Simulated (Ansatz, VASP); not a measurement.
One calculation of WS2, two programs

```
W S
1.0
     3.16995    0.00000    0.00000
    -1.58497    2.74525    0.00000
     0.00000    0.00000   12.74089
W S
2 4
Direct
  0.33333 0.66667 0.25000
  0.66667 0.33333 0.75000
  0.66667 0.33333 0.37279
  0.66667 0.33333 0.12721
  0.33333 0.66667 0.87279
  0.33333 0.66667 0.62721
```

Change from the starting cell: uniaxial_z strain +2.0%.

Alike in both runs: task single point; functional PBE; k mesh 12 × 12 × 2; occupations fermi-dirac, width 0.02 eV; no spin polarisation.

```csv
,VASP,Ansatz
version,VASP 6.6.1,Ansatz 0.2.0
potentials or method,"VASP PAW PBE potentials, release 64 (W_sv, S)","plane waves, PAW"
plane-wave cutoff (eV),500,420
valence electrons in the cell,52,52
```

|  | VASP | Ansatz | Ansatz less VASP |
| --- | --- | --- | --- |
| gap on the k mesh at the Fermi level (eV) | 1.16 | 1.15 | -0.014 |
| pressure (GPa) | 2.8 | 2.9 | +0.04 |
| traceless stress, the component that is largest in VASP (GPa) | 0.52 | 0.52 | -0.003 |
| rms of the force components (eV/Å) | 0.092 | 0.091 | -0.0013 |

Atom by atom the forces differ by 0.001 eV/Å (rms over components).

Neither program's run includes spin-orbit coupling.
